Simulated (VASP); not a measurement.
# Zr (Fd-3m) in VASP: further runs

Runs on Zr. Level: LDA. Tasks: relaxation of cell and atoms.

All numbers are computed with VASP 6.6.1; they aren't measurements. Logs are shortened: lines on timing, memory, paths and dates and some standing lists are left out, and cuts for length are marked.

**1. The cell of the first run**

It takes space group Fd-3m (No. 227, cubic). The conventional cell has a = 5.312 Å, b = 5.312 Å, c = 5.312 Å, α = 90.00°, β = 90.00°, γ = 90.00°. Zr (site symmetry -43m) has 4 Zr at 2.30 Å within 3.0 Å.

This isn't the form of Zr at room conditions, which is hcp.

**2. Relaxation of cell and atoms, LDA, target pressure 38 GPa, at which the enthalpy is minimised**

Input file INCAR:

```
ALGO = Normal
EDIFF = 1E-6
EDIFFG = -0.005
ENCUT = 600
GGA = CA
IBRION = 2
ISIF = 3
ISMEAR = -1
LASPH = True
LCHARG = False
LREAL = False
LWAVE = False
NELM = 60
NSW = 32
PREC = Accurate
PSTRESS = 380.0
SIGMA = 0.08
```

Input file KPOINTS:

```
k-points
0
Gamma
  12 12 12
```

Input file POSCAR:

```
Zr
1.0
    0.0000000000      2.6558624167      2.6558624167
    2.6558624167      0.0000000000      2.6558624167
    2.6558624167      2.6558624167      0.0000000000
Zr
2
Direct
   -0.1250000000     -0.1250000000     -0.1250000000
    0.1250000000      0.1250000000      0.1250000000
```

Potentials or basis: VASP PAW LDA potentials, release 64 (Zr_sv).

The run is started by

```bash
> cat potpaw_LDA.64/Zr_sv/POTCAR > POTCAR
> mpirun -np 1 vasp_std > vasp.out
```

OUTCAR:

```text
EDIFF = 1E-6
   EDIFFG = -0.005
   ENCUT = 600
   GGA = CA
   IBRION = 2
   ISIF = 3
   ISMEAR = -1
   LASPH = True
   LREAL = False
   NELM = 60
   NSW = 32
   PREC = Accurate
   PSTRESS = 380.0

 ion  position               nearest neighbor table
   1  0.875  0.875  0.875-   2 2.30   2 2.30   2 2.30   2 2.30
   2  0.125  0.125  0.125-   1 2.30   1 2.30   1 2.30   1 2.30

  LATTYP: Found a face centered cubic cell.
 ALAT       =     5.3117248334

  Lattice vectors:

 A1 = (   0.0000000000,   2.6558624167,   2.6558624167)
 A2 = (   2.6558624167,   0.0000000000,   2.6558624167)
 A3 = (   2.6558624167,   2.6558624167,   0.0000000000)

Analysis of symmetry for initial positions (statically):
=====================================================================
 Subroutine PRICEL returns:
 Original cell was already a primitive cell.

 Routine SETGRP: Setting up the symmetry group for a
 face centered cubic supercell.

 Subroutine GETGRP returns: Found 48 space group operations
 (whereof 12 operations were pure point group operations)
 out of a pool of 48 trial point group operations.

The static configuration has the point symmetry D_3d.
 The point group associated with its full space group is O_h .

Analysis of symmetry for dynamics (positions and initial velocities):
=====================================================================
 Subroutine PRICEL returns:
 Original cell was already a primitive cell.

 Routine SETGRP: Setting up the symmetry group for a
 face centered cubic supercell.

 Subroutine GETGRP returns: Found 48 space group operations
 (whereof 12 operations were pure point group operations)
 out of a pool of 48 trial point group operations.

The dynamic configuration has the point symmetry D_3d.
 The point group associated with its full space group is O_h .

 Subroutine INISYM returns: Found 48 space group operations
 (whereof 12 operations are pure point group operations),
 and found     1 'primitive' translations

----------------------------------------------------------------------------------------

                                     Primitive cell

  volume of cell :      37.4668

  direct lattice vectors                    reciprocal lattice vectors
     0.000000000  2.655862417  2.655862417    -0.188262764  0.188262764  0.188262764
     2.655862417  0.000000000  2.655862417     0.188262764 -0.188262764  0.188262764
     2.655862417  2.655862417  0.000000000     0.188262764  0.188262764 -0.188262764

  length of vectors
     3.755956649  3.755956649  3.755956649     0.326080673  0.326080673  0.326080673

  position of ions in fractional coordinates (direct lattice)
     0.875000000  0.875000000  0.875000000
     0.125000000  0.125000000  0.125000000

  ion indices of the primitive-cell ions
   primitive index   ion index
                 1           1
                 2           2

----------------------------------------------------------------------------------------

 KPOINTS: k-points

Automatic generation of k-mesh.
 Grid dimensions read from file:
 generate k-points for:   12   12   12

 Generating k-lattice:

  Cartesian coordinates                     Fractional coordinates (reciprocal lattice)
    -0.015688564  0.015688564  0.015688564     0.083333333  0.000000000  0.000000000
     0.015688564 -0.015688564  0.015688564     0.000000000  0.083333333  0.000000000
     0.015688564  0.015688564 -0.015688564     0.000000000  0.000000000  0.083333333

  Length of vectors
     0.027173389  0.027173389  0.027173389

  Shift w.r.t. Gamma in fractional coordinates (k-lattice)
     0.000000000  0.000000000  0.000000000

 Subroutine IBZKPT returns following result:
 ===========================================

 Found     72 irreducible k-points:

 Following reciprocal coordinates:
            Coordinates               Weight
  0.000000  0.000000  0.000000      1.000000
  0.083333  0.000000  0.000000      8.000000
  0.166667  0.000000  0.000000      8.000000
  0.250000  0.000000  0.000000      8.000000
  0.333333  0.000000  0.000000      8.000000
  0.416667  0.000000  0.000000      8.000000
[... 16 lines left out ...]
  0.500000  0.166667  0.000000     24.000000
 -0.416667  0.166667  0.000000     24.000000
 [... further k-points ...]
   k-points           NKPTS =     72   k-points in BZ     NKDIM =     72   number of bands    NBANDS=     16
   number of dos      NEDOS =    301   number of ions     NIONS =      2
   total plane-waves  NPLWV =  27000
   dimension x,y,z NGX =    30 NGY =   30 NGZ =   30
   dimension x,y,z NGXF=    60 NGYF=   60 NGZF=   60
   ions per type =               2
   NGX,Y,Z   is equivalent  to a cutoff of  13.28, 13.28, 13.28 a.u.
   NGXF,Y,Z  is equivalent  to a cutoff of  26.56, 26.56, 26.56 a.u.
 SYSTEM =  unknown system
   PREC   = accura    normal or accurate (medium, high low for compatibility)
   ISTART =      0    job   : 0-new  1-cont  2-samecut
   ICHARG =      2    charge: 1-file 2-atom 10-const
   ISPIN  =      1    spin polarized calculation?
   LNONCOLLINEAR =      F non collinear calculations
   LSORBIT =      F    spin-orbit coupling
   LASPH  =      T    aspherical Exc in radial PAW
   ENCUT  =  600.0 eV  44.10 Ry    6.64 a.u.   7.50  7.50  7.50*2*pi/ulx,y,z
   NELM   =     60;   NELMIN=  2; NELMDL= -5     # of ELM steps
   EDIFF  = 0.1E-05   stopping-criterion for ELM
   LREAL  =      F    real-space projection
   EDIFFG = -.5E-02   stopping-criterion for IOM
   NSW    =     32    number of steps for IOM
   IBRION =      2    ionic relax: 0-MD 1-quasi-New 2-CG
   NFREE  =      1    steps in history (QN), initial steepest desc. (CG)
   ISIF   =      3    stress and relaxation
   ISYM   =      2    0-nonsym 1-usesym 2-fastsym
   POTIM  = 0.5000    time-step for ionic-motion
   TEBEG  =    0.0;   TEEND  =   0.0 temperature during run
   PSTRESS=  380.0 pullay stress
   NELECT =      24.0000    total number of electrons
   NUPDOWN=      -1.0000    fix difference up-down
   EMIN   =  10.00;   EMAX   =-10.00  energy-range for DOS
   EFERMI =   0.00;   METHOD = LEGACY
   ISMEAR =    -1;   SIGMA  =   0.08  broadening in eV -4-tet -1-fermi 0-gaus
   EFERMI_NEDOS =   21; number of points for ismear=-14 and -15
   IALGO  =     38    algorithm
   IMIX   =      4    mixing-type and parameters
     AMIX     =   0.40;   BMIX     =  1.00
     AMIX_MAG =   1.60;   BMIX_MAG =  1.00
  volume/ion in A,a.u.               =      18.73       126.42
  Fermi-wavevector in a.u.,A,eV,Ry     =   1.411225  2.666829 27.096774  1.991557
  Thomas-Fermi vector in A             =   2.533098
   LORBIT       =      0    0 simple, 1 ext, 2 COOP (PROOUT), +10 PAW based schemes
   GGA     = CA    functional components
   LHFCALC =     F    Hartree Fock is set to
   AEXX    =    0.0000 exact exchange contribution
   IVDW    =     0    specifies the selected vdW correction
   LEPSILON=     F    determine dielectric tensor
   LRPA    =     F    only Hartree local field effects (RPA)
 conjugate gradient relaxation of ions
 non-spin polarized calculation
  energy-cutoff  :      600.00
  volume of cell :       37.47
 maximum number of plane-waves:      1283
 NGX is ok and might be reduce to    30
   NGX = 15   NGY = 15   NGZ = 15

--------------------------------------- Ionic step        1  -------------------------------------------

 number of electron      24.0000001 magnetization

 Free energy of the ion-electron system (eV)
  ---------------------------------------------------
  ext. energy  EPLUGINS =         0.00000000
  ---------------------------------------------------
  free energy    TOTEN  =       -12.39929447 eV

  energy without entropy =      -12.33529434  energy(sigma->0) =      -12.36729440

------------------------ aborting loop because EDIFF is reached ----------------------------------------

  FORCE on cell =-STRESS in cart. coord.  units (eV):
  Direction    XX          YY          ZZ          XY          YZ          ZX
  --------------------------------------------------------------------------------------
  -------------------------------------------------------------------------------------
  Total        9.1582752      9.1582752      9.1582752      0.0000000      0.0000000      0.0000000
  in kB      391.6314451    391.6314451    391.6314451      0.0000000      0.0000000      0.0000000
  external PRESSURE =      11.6314451 kB  Pullay stress =     380.0000000 kB
[... 61 lines left out ...]
  enthalpy is  TOTEN    =        -3.5090948774 eV   P V=        9.0623336256

--------------------------------------- Ionic step        3  -------------------------------------------

 number of electron      24.0000001 magnetization

 Free energy of the ion-electron system (eV)
  ---------------------------------------------------
  ext. energy  EPLUGINS =         0.00000000
  ---------------------------------------------------
  free energy    TOTEN  =       -12.45030931 eV

  energy without entropy =      -12.38600846  energy(sigma->0) =      -12.41815888

 E-fermi :  11.0216     XC(G=0): -11.9542

 val. band max:       11.0161810469   @ k =  -0.4167   0.4167   0.1667
 cond. band min:      11.0230459954   @ k =  -0.0833   0.0833   0.0000
 fundamental gap:      0.0068649485
 Fermi energy:        11.0215920776

 k-point     1 :       0.0000    0.0000    0.0000
  band No.  band energies     occupation
      1     -38.5244      2.00000
      2     -35.9138      2.00000
      3     -17.1928      2.00000
      4     -17.1928      2.00000
      5     -17.1928      2.00000
      6     -14.3749      2.00000
[... 8 lines left out ...]
     15      14.6018      0.00000
     16      14.6018      0.00000
[... 420 lines left out ...]
  band No.  band energies     occupation
      1     -37.8402      2.00000
      2     -36.7613      2.00000
      3     -17.9257      2.00000
      4     -17.6559      2.00000
      5     -16.7561      2.00000
      6     -14.5018      2.00000
[... 8 lines left out ...]
     15      13.8954      0.00000
     16      15.1003      0.00000

 [... further k-points ...]

------------------------ aborting loop because EDIFF is reached ----------------------------------------

  FORCE on cell =-STRESS in cart. coord.  units (eV):
  Direction    XX          YY          ZZ          XY          YZ          ZX
  --------------------------------------------------------------------------------------
  -------------------------------------------------------------------------------------
  Total        8.9330583      8.9330583      8.9330583      0.0000000      0.0000000      0.0000000
  in kB      379.8529967    379.8529967    379.8529967      0.0000000      0.0000000      0.0000000
  external PRESSURE =      -0.1470033 kB  Pullay stress =     380.0000000 kB
[... 17 lines left out ...]
  FREE ENERGIE OF THE ION-ELECTRON SYSTEM (eV)
  ---------------------------------------------------
  free  energy   TOTEN  =       -12.4503093117 eV

  energy  without entropy=      -12.3860084565  energy(sigma->0) =      -12.41815888

  enthalpy is  TOTEN    =        -3.5137939513 eV   P V=        8.9365153604

 reached required accuracy - stopping structural energy minimisation
```

Run time: 3.4 min. Hardware: 1 thread of Intel Xeon 8259CL, shared host; peak memory 0.18 GiB.

What came out:

* Free energy: -12.4503 eV
* Relaxed volume: 18.84 Å³/atom
* Relaxed cell: a = 3.763 Å, b = 3.763 Å, c = 3.763 Å, α = 60.00°, β = 60.00°, γ = 60.00°
* Space group after relaxing (to 0.1 Å): Fd-3m (No. 227)
* Energy change on relaxing (the run minimises the enthalpy): -25.5 meV/atom
* Ionic steps: 3
* Pressure after relaxing: 38.0 GPa
* Band gap on the k mesh: zero (bands 12 and 13 overlap by 1.92 eV)

Step by step:
```tsv
step	energy change (eV)	largest force (eV/Å)	pressure (GPa)	volume (Å³)
1	0.0000	0.0000	39.16	37.47
2	-0.1721	0.0000	35.21	38.21
3	-0.0510	0.0000	37.99	37.68
```

Final structure:
```
Zr
1.0
     0.00000    2.66086    2.66086
     2.66086    0.00000    2.66086
     2.66086    2.66086    0.00000
Zr
2
Direct
  0.87500 0.87500 0.87500
  0.12500 0.12500 0.12500
```

Caveat: the cell is relaxed towards a set pressure, so the run minimises the enthalpy, not the energy.

[end of part 1 of 2]
